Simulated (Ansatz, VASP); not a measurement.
# Cu3P2 in VASP and in Ansatz

File INCAR:

```
SYSTEM = Cu3P2
PREC = Accurate
ENCUT = 600
EDIFF = 1E-6
ISMEAR = 0
SIGMA = 0.1
LREAL = .False.
LASPH = .True.
NELM = 80
ALGO = Normal
ISIF = 3
LWAVE = .False.
LCHARG = .False.
GGA = PE
IBRION = 2
NSW = 100
EDIFFG = -0.01
```

The input KPOINTS:

```
Automatic mesh
0
Gamma
  8 8 8
  0 0 0
```

Contents of POSCAR:

```
Cu3P2
1.0
    4.3657716873      0.0000000000      0.0000000000
    0.0000000000      4.3657716873      0.0000000000
    0.0000000000      0.0000000000      4.3657716873
Cu P
3 2
Direct
    0.0000000000      0.5000000000      0.5000000000
    0.5000000000      0.0000000000      0.5000000000
    0.5000000000      0.5000000000      0.0000000000
    0.5000000000      0.5000000000      0.5000000000
    0.0000000000      0.0000000000      0.0000000000
```

Input for Ansatz:

```yaml
crystal:
  lattice:
    - [4.3657716873, 0.0, 0.0]
    - [0.0, 4.3657716873, 0.0]
    - [0.0, 0.0, 4.3657716873]
  atoms:
    - { symbol: Cu, position: [0.0, 0.5, 0.5] }
    - { symbol: Cu, position: [0.5, 0.0, 0.5] }
    - { symbol: Cu, position: [0.5, 0.5, 0.0] }
    - { symbol: P, position: [0.5, 0.5, 0.5] }
    - { symbol: P, position: [0.0, 0.0, 0.0] }
basis:
  ecutwfc: 420
kpoints:
  mp_grid: { grid: [8, 8, 8] }
hamiltonian:
  xc: pbe
scf:
  occupations: { method: gaussian, width: 0.1 }
output:
  forces: true
  stress: true
  eigenvalues: true
  write_density: true
  write_potential: true
  elf: true
  volumetric_format: npy
relax:
  adjacent_minimum: "off"
  f_tol: 0.01
  max_steps: 80
  cell: { stress_tol: 0.05 }
```

Alike in both runs: task relaxation of cell and atoms; functional PBE; k mesh 8 × 8 × 8; occupations gaussian, width 0.1 eV; no spin polarisation.

|  | VASP | Ansatz |
| --- | --- | --- |
| version | VASP 6.6.1 | Ansatz 0.2.0 |
| potentials or method | VASP PAW PBE potentials, release 64 (Cu, P), cutoff 600 eV | scalar-relativistic, plane waves, PAW |
| valence electrons in the cell | 43 | 67 |

Ansatz gave:

```
gap on the k mesh at the Fermi level, each at its own relaxed structure (eV) : none
relaxed volume (Å³/atom)                                                     : 16.55
relaxed cell length with the largest relative difference (Å)                 : 4.358
```

Problem. Estimate VASP's values.

Solution. gap on the k mesh at the Fermi level, each at its own relaxed structure (eV): none; relaxed volume (Å³/atom): 16.58; relaxed cell length with the largest relative difference (Å): 4.360.

A gap of «none» marks a metal or a gap that the smearing closes. VASP's potentials hold 43 valence electrons a cell and Ansatz's 67, so a difference there can come from the potentials and not from the codes.
